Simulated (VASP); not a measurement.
Here is a VASP 6.6.1 calculation.

INCAR

```
PREC     = Accurate       # precision mode
ENCUT    = 520            # plane-wave cutoff, eV
EDIFF    = 1E-6           # SCF threshold, eV
ISMEAR   = 1              # smearing method
SIGMA    = 0.1            # smearing width, eV
LREAL    = F              # projectors in reciprocal space
LASPH    = T              # aspherical terms in the spheres
NELM     = 100            # most SCF steps
ALGO     = Normal         # electronic algorithm
ISIF     = 2              # what is computed and relaxed
LWAVE    = F              # write WAVECAR
LCHARG   = F              # write CHGCAR
GGA      = PE             # functional
NBANDS   = 20             # bands
```

KPOINTS

```
Automatic mesh
0
Gamma
  11 11 11
```

The input POSCAR:

```
MoS2
1.0
    1.5939214222      0.9202505331      6.2041878141
   -1.5939214222      0.9202505331      6.2041878141
    0.0000000000     -1.8405020750      6.2041878141
Mo S
1 2
Direct
    0.0000000000      0.0000000000      0.0000000000
    0.2500000000      0.2500000000      0.2500000000
    0.4170000000      0.4170000000      0.4170000000
```

Potentials or basis: VASP PAW PBE potentials, release 64 (Mo_sv, S).

Launch:

```bash
$ cat potpaw_PBE.64/Mo_sv/POTCAR potpaw_PBE.64/S/POTCAR > POTCAR
$ mpirun -np 1 vasp_std > vasp.out
```

Q: Predict the pressure.

A: 1.1 GPa.

Q: What does it give for the largest force?

A: 0.082 eV/Å.

Forces on the atoms (eV/Å):
```
Mo   0.000  0.000  0.082
S    0.000  0.000 -0.071
S    0.000  0.000 -0.010
```
